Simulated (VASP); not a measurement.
# CdTe (F-43m) in VASP: further runs, part 2 of 2

VASP 6.6.1. The steps go on from the part before.

### 3 Single point, r2SCAN

File POSCAR:

```
CdTe
1.0
    0.0000000000      3.2799551172      3.2799551172
    3.2799551172      0.0000000000      3.2799551172
    3.2799551172      3.2799551172      0.0000000000
Cd Te
1 1
Direct
    0.0000000000      0.0000000000      0.0000000000
    0.2500000000      0.2500000000      0.2500000000
```

File INCAR.step1:

```
SYSTEM = CdTe
  ALGO = Normal
  EDIFF = 1E-4
  ENCUT = 520
  GGA = PE
  ISMEAR = 0
  LASPH = .True.
  LCHARG = .False.
  LREAL = .False.
  LWAVE = .True.
  NBANDS = 16
  NELM = 80
  PREC = Accurate
  SIGMA = 0.01
```

File INCAR.step2:

```
SYSTEM = CdTe
  ALGO = Normal
  EDIFF = 1E-6
  ENCUT = 520
  ISIF = 2
  ISMEAR = 0
  ISTART = 1
  LASPH = .True.
  LCHARG = .False.
  LMIXTAU = .True.
  LREAL = .False.
  LWAVE = .False.
  METAGGA = R2SCAN
  NBANDS = 16
  NELM = 80
  PREC = Accurate
  SIGMA = 0.01
```

File KPOINTS:

```
k-points
0
Gamma
  5 5 5
  0 0 0
```

Potentials or basis: VASP PAW PBE potentials, release 64 (Cd, Te).

Started as:

```sh
$ cat potpaw_PBE.64/Cd/POTCAR potpaw_PBE.64/Te/POTCAR > POTCAR
$ cp INCAR.step1 INCAR
$ mpirun -np 1 vasp_std > vasp.out
$ cp INCAR.step2 INCAR
$ mpirun -np 1 vasp_std > vasp.out
```

OUTCAR:

```text
SYSTEM = CdTe
   EDIFF = 1E-6
   ENCUT = 520
   ISIF = 2
   ISMEAR = 0
   ISTART = 1
   LASPH = .True.
   LREAL = .False.
   METAGGA = R2SCAN
   NELM = 80
   PREC = Accurate

 ion  position               nearest neighbor table
   1  0.000  0.000  0.000-   2 2.84   2 2.84   2 2.84   2 2.84
   2  0.250  0.250  0.250-   1 2.84   1 2.84   1 2.84   1 2.84

  LATTYP: Found a face centered cubic cell.
 ALAT       =     6.5599102344

  Lattice vectors:

 A1 = (   0.0000000000,   3.2799551172,   3.2799551172)
 A2 = (   3.2799551172,   0.0000000000,   3.2799551172)
 A3 = (   3.2799551172,   3.2799551172,   0.0000000000)

Analysis of symmetry for initial positions (statically):
=====================================================================
 Subroutine PRICEL returns:
 Original cell was already a primitive cell.

 Routine SETGRP: Setting up the symmetry group for a
 face centered cubic supercell.

 Subroutine GETGRP returns: Found 24 space group operations
 (whereof 24 operations were pure point group operations)
 out of a pool of 48 trial point group operations.

The static configuration has the point symmetry T_d .

Analysis of symmetry for dynamics (positions and initial velocities):
=====================================================================
 Subroutine PRICEL returns:
 Original cell was already a primitive cell.

 Routine SETGRP: Setting up the symmetry group for a
 face centered cubic supercell.

 Subroutine GETGRP returns: Found 24 space group operations
 (whereof 24 operations were pure point group operations)
 out of a pool of 48 trial point group operations.

The dynamic configuration has the point symmetry T_d .

 Subroutine INISYM returns: Found 24 space group operations
 (whereof 24 operations are pure point group operations),
 and found     1 'primitive' translations

----------------------------------------------------------------------------------------

                                     Primitive cell

  volume of cell :      70.5722

  direct lattice vectors                    reciprocal lattice vectors
     0.000000000  3.279955117  3.279955117    -0.152441110  0.152441110  0.152441110
     3.279955117  0.000000000  3.279955117     0.152441110 -0.152441110  0.152441110
     3.279955117  3.279955117  0.000000000     0.152441110  0.152441110 -0.152441110

  length of vectors
     4.638557011  4.638557011  4.638557011     0.264035748  0.264035748  0.264035748

  position of ions in fractional coordinates (direct lattice)
     0.000000000  0.000000000  0.000000000
     0.250000000  0.250000000  0.250000000

  ion indices of the primitive-cell ions
   primitive index   ion index
                 1           1
                 2           2

----------------------------------------------------------------------------------------

 KPOINTS: k-points

Automatic generation of k-mesh.
 Grid dimensions read from file:
 generate k-points for:    5    5    5

 Generating k-lattice:

  Cartesian coordinates                     Fractional coordinates (reciprocal lattice)
    -0.030488222  0.030488222  0.030488222     0.200000000  0.000000000  0.000000000
     0.030488222 -0.030488222  0.030488222     0.000000000  0.200000000  0.000000000
     0.030488222  0.030488222 -0.030488222     0.000000000  0.000000000  0.200000000

  Length of vectors
     0.052807150  0.052807150  0.052807150

  Shift w.r.t. Gamma in fractional coordinates (k-lattice)
     0.000000000  0.000000000  0.000000000

 Subroutine IBZKPT returns following result:
 ===========================================

 Found     10 irreducible k-points:

 Following reciprocal coordinates:
            Coordinates               Weight
  0.000000  0.000000  0.000000      1.000000
  0.200000  0.000000  0.000000      8.000000
  0.400000  0.000000  0.000000      8.000000
  0.200000  0.200000  0.000000      6.000000
  0.400000  0.200000  0.000000     24.000000
 -0.400000  0.200000  0.000000     24.000000
 -0.200000  0.200000  0.000000     12.000000
  0.400000  0.400000  0.000000      6.000000
 -0.400000  0.400000  0.000000     12.000000
 -0.400000  0.400000  0.200000     24.000000
   k-points           NKPTS =     10   k-points in BZ     NKDIM =     10   number of bands    NBANDS=     16
   number of dos      NEDOS =    301   number of ions     NIONS =      2
   total plane-waves  NPLWV =  46656
   dimension x,y,z NGX =    36 NGY =   36 NGZ =   36
   dimension x,y,z NGXF=    72 NGYF=   72 NGZF=   72
   ions per type =               1   1
   NGX,Y,Z   is equivalent  to a cutoff of  12.90, 12.90, 12.90 a.u.
   NGXF,Y,Z  is equivalent  to a cutoff of  25.80, 25.80, 25.80 a.u.
 SYSTEM =  CdTe
   PREC   = accura    normal or accurate (medium, high low for compatibility)
   ISTART =      1    job   : 0-new  1-cont  2-samecut
   ICHARG =      0    charge: 1-file 2-atom 10-const
   ISPIN  =      1    spin polarized calculation?
   LNONCOLLINEAR =      F non collinear calculations
   LSORBIT =      F    spin-orbit coupling
   LASPH  =      T    aspherical Exc in radial PAW
   ENCUT  =  520.0 eV  38.22 Ry    6.18 a.u.   8.62  8.62  8.62*2*pi/ulx,y,z
   NELM   =     80;   NELMIN=  2; NELMDL=  0     # of ELM steps
   EDIFF  = 0.1E-05   stopping-criterion for ELM
   LREAL  =      F    real-space projection
   EDIFFG = 0.1E-04   stopping-criterion for IOM
   NSW    =      0    number of steps for IOM
   IBRION =     -1    ionic relax: 0-MD 1-quasi-New 2-CG
   NFREE  =      0    steps in history (QN), initial steepest desc. (CG)
   ISIF   =      2    stress and relaxation
   ISYM   =      2    0-nonsym 1-usesym 2-fastsym
   POTIM  = 0.5000    time-step for ionic-motion
   TEBEG  =    0.0;   TEEND  =   0.0 temperature during run
   PSTRESS=    0.0 pullay stress
   NELECT =      18.0000    total number of electrons
   NUPDOWN=      -1.0000    fix difference up-down
   EMIN   =  10.00;   EMAX   =-10.00  energy-range for DOS
   EFERMI =   0.00;   METHOD = LEGACY
   ISMEAR =     0;   SIGMA  =   0.01  broadening in eV -4-tet -1-fermi 0-gaus
   EFERMI_NEDOS =   21; number of points for ismear=-14 and -15
   IALGO  =     38    algorithm
   IMIX   =      4    mixing-type and parameters
     AMIX     =   0.40;   BMIX     =  1.00
     AMIX_MAG =   1.60;   BMIX_MAG =  1.00
  volume/ion in A,a.u.               =      35.29       238.12
  Fermi-wavevector in a.u.,A,eV,Ry     =   1.038216  1.961944 14.665621  1.077893
  Thomas-Fermi vector in A             =   2.172690
   LORBIT       =      0    0 simple, 1 ext, 2 COOP (PROOUT), +10 PAW based schemes
   METAGGA = R2SCAN    functional components
   LHFCALC =     F    Hartree Fock is set to
   AEXX    =    0.0000 exact exchange contribution
   IVDW    =     0    specifies the selected vdW correction
   LEPSILON=     F    determine dielectric tensor
   LRPA    =     F    only Hartree local field effects (RPA)
 non-spin polarized calculation
 Gauss-broadening in eV      SIGMA  =   0.01
  energy-cutoff  :      520.00
  volume of cell :       70.57
 maximum number of plane-waves:      1917
   NGX = 17   NGY = 17   NGZ = 17

 number of electron      18.0000006 magnetization

 Free energy of the ion-electron system (eV)
  ---------------------------------------------------
  ext. energy  EPLUGINS =         0.00000000
  ---------------------------------------------------
  free energy    TOTEN  =       -46.63165190 eV

  energy without entropy =      -46.63165190  energy(sigma->0) =      -46.63165190

 E-fermi :   1.8635     XC(G=0):  -8.9333

 val. band max:        1.7824211267   @ k =   0.0000   0.0000   0.0000
 cond. band min:       2.9332707941   @ k =   0.0000   0.0000   0.0000
 fundamental gap:      1.1508496674
 Fermi energy:         1.8635245456

 k-point     1 :       0.0000    0.0000    0.0000
  band No.  band energies     occupation
      1      -9.5338      2.00000
      2      -6.6705      2.00000
      3      -6.6705      2.00000
      4      -6.6705      2.00000
      5      -6.4144      2.00000
      6      -6.4144      2.00000
[... 8 lines left out ...]
     15      11.5456      0.00000
     16      11.5456      0.00000
[... 153 lines left out ...]
 k-point    10 :      -0.4000    0.4000    0.2000
  band No.  band energies     occupation
      1      -9.0755      2.00000
      2      -6.5616      2.00000
      3      -6.5538      2.00000
      4      -6.4472      2.00000
      5      -6.4060      2.00000
      6      -5.9397      2.00000
[... 8 lines left out ...]
     15      12.3462      0.00000
     16      14.3407      0.00000

------------------------ aborting loop because EDIFF is reached ----------------------------------------

  FORCE on cell =-STRESS in cart. coord.  units (eV):
  Direction    XX          YY          ZZ          XY          YZ          ZX
  --------------------------------------------------------------------------------------
  -------------------------------------------------------------------------------------
  Total        0.0481193      0.0481193      0.0481193      0.0000000      0.0000000     -0.0000000
  in kB        1.0924370      1.0924370      1.0924370      0.0000000      0.0000000     -0.0000000
  external PRESSURE =       1.0924370 kB  Pullay stress =       0.0000000 kB

 VOLUME and BASIS-vectors are now :
 -----------------------------------------------------------------------------
  energy-cutoff  :      520.00
  volume of cell :       70.57
      direct lattice vectors                 reciprocal lattice vectors
     0.000000000  3.279955117  3.279955117    -0.152441110  0.152441110  0.152441110
     3.279955117  0.000000000  3.279955117     0.152441110 -0.152441110  0.152441110
     3.279955117  3.279955117  0.000000000     0.152441110  0.152441110 -0.152441110

 POSITION                                       TOTAL-FORCE (eV/Angst)
 -----------------------------------------------------------------------------------
      0.00000      0.00000      0.00000        -0.000000     -0.000000     -0.000000
      1.63998      1.63998      1.63998         0.000000      0.000000      0.000000
 -----------------------------------------------------------------------------------
    total drift:                               -0.000001     -0.000001     -0.000001

  FREE ENERGIE OF THE ION-ELECTRON SYSTEM (eV)
  ---------------------------------------------------
  free  energy   TOTEN  =       -46.6316518959 eV

  energy  without entropy=      -46.6316518959  energy(sigma->0) =      -46.63165190
```

Wall time 57 s (1 thread of Intel Xeon 6975P-C, shared host); peak memory 0.22 GiB.

Results:

```yaml
Free_energy: -46.6317 eV
Pressure: 0.1 GPa
Band_gap_on_the_k_mesh: 1.15 eV, direct
```

Caveat: the PAW data sets were made with another functional, which shifts forces and pressure a little; spin-orbit coupling is left out, which moves the levels of the heavy elements. r2SCAN opens gaps a little over a GGA but as a rule still falls short of measured ones.

### 4 Single point, PBE-based global hybrid

POSCAR is that of step 3.

File INCAR.step1:

```
SYSTEM = CdTe
ALGO = Normal
EDIFF = 1E-5
ENCUT = 520
GGA = PE
ISIF = 2
ISMEAR = 0
LASPH = .True.
LCHARG = .False.
LREAL = .False.
LWAVE = .True.
NBANDS = 16
NELM = 80
PREC = Accurate
SIGMA = 0.01
```

File INCAR.step2:

```
SYSTEM = CdTe
AEXX = 0.75
ALGO = Normal
EDIFF = 1E-7
ENCUT = 520
GGA = PE
ISIF = 2
ISMEAR = 0
ISTART = 1
LASPH = .True.
LCHARG = .False.
LHFCALC = .True.
LREAL = .False.
LWAVE = .False.
NBANDS = 16
NELM = 80
PREC = Accurate
PRECFOCK = Normal
SIGMA = 0.01
```

File KPOINTS:

```
k-points
0
Gamma
  4 4 4
  0 0 0
```

Started as:

```sh
$ cat potpaw_PBE.64/Cd/POTCAR potpaw_PBE.64/Te/POTCAR > POTCAR
$ cp INCAR.step1 INCAR
$ mpirun -np 1 vasp_std > vasp.out
$ cp INCAR.step2 INCAR
$ mpirun -np 1 vasp_std > vasp.out
```

It took 22 min on 1 thread of Intel Xeon 6975P-C, shared host; peak memory 0.22 GiB.

It converged, with:

```yaml
Free_energy: -11.3953 eV
Pressure: -2.4 GPa
Band_gap_on_the_k_mesh: 5.29 eV, direct
```

Levels at points of the mesh, in eV from the valence-band top:
```tsv
k point	band 7	band 8	band 9	band 10	band 11	band 12
(0.00, 0.00, 0.00)	0.00	0.00	0.00	5.29	9.69	9.69
(0.50, 0.00, 0.00)	-5.11	-0.87	-0.87	6.54	10.22	10.22
(0.50, 0.50, 0.00)	-4.94	-2.13	-2.13	6.99	7.50	14.42
```

Caveat: the PAW data sets were made with another functional, which shifts forces and pressure a little; spin-orbit coupling is left out, which moves the levels of the heavy elements.

### 5 Single point, LDA

File INCAR:

```
  ALGO = Normal
  EDIFF = 1E-6
  ENCUT = 500
  GGA = CA
  GGA_COMPAT = False
  ISIF = 2
  ISMEAR = 0
  LASPH = True
  LCHARG = False
  LREAL = False
  LWAVE = False
  NBANDS = 16
  NELM = 120
  PREC = Accurate
  SIGMA = 0.01
```

File KPOINTS:

```
k-points
0
Gamma
  2 2 2
```

POSCAR is that of step 4.

Potentials or basis: VASP PAW LDA potentials, release 64 (Cd, Te).

Started as:

```sh
$ cat potpaw_LDA.64/Cd/POTCAR potpaw_LDA.64/Te/POTCAR > POTCAR
$ mpirun -np 1 vasp_std > vasp.out
```

It used 8.6 s of CPU time on 1 thread of AMD EPYC 7R13 Processor (Zen 3) (shared host).

It converged, with:

```yaml
Free_energy: -4.7182 eV
Pressure: 0.9 GPa
Band_gap_on_the_k_mesh: 0.25 eV, direct
```

Levels at points of the mesh, in eV from the valence-band top:
```tsv
k point	band 6	band 7	band 8	band 9	band 10	band 11	band 12	band 13
(0.00, 0.00, 0.00)	-8.32	0.00	0.00	0.00	0.25	4.28	4.28	4.28
(0.50, 0.00, 0.00)	-7.95	-4.45	-0.76	-0.76	1.42	4.88	4.88	6.64
(0.50, 0.50, 0.00)	-7.80	-4.38	-1.84	-1.84	2.27	2.37	8.38	8.63
```

Caveat: the k points lie up to 0.83 Å⁻¹ apart; spin-orbit coupling is left out, which moves the levels of the heavy elements.

### 6 The runs side by side

| level | potentials or basis | k mesh | cutoff (eV) | grid for exact exchange (PRECFOCK) | share of exact exchange | gap on the mesh (eV) | pressure (GPa) |
| --- | --- | --- | --- | --- | --- | --- | --- |
| r2SCAN | VASP PAW PBE potentials, release 64 (Cd, Te) | 4 × 4 × 4 | 520 | - | - | 1.14 | 0.3 |
| r2SCAN | VASP PAW PBE potentials, release 64 (Cd, Te) | 5 × 5 × 5 | 520 | - | - | 1.15 | 0.1 |
| PBE-based global hybrid | VASP PAW PBE potentials, release 64 (Cd, Te) | 4 × 4 × 4 | 520 | Normal | 0.75 | 5.29 | -2.4 |
| LDA | VASP PAW LDA potentials, release 64 (Cd, Te) | 2 × 2 × 2 | 500 | - | - | 0.25 | 0.9 |

Alike in all rows: task single point; no spin polarisation; cell as given; smearing gaussian 0.01 eV.

Caveats: some runs use coarse meshes; spin-orbit coupling is left out, which moves the levels of the heavy elements; the PAW data sets were made with another functional, which shifts forces and pressure a little (some runs).

Absolute energies hang on the potentials; compare differences alone.
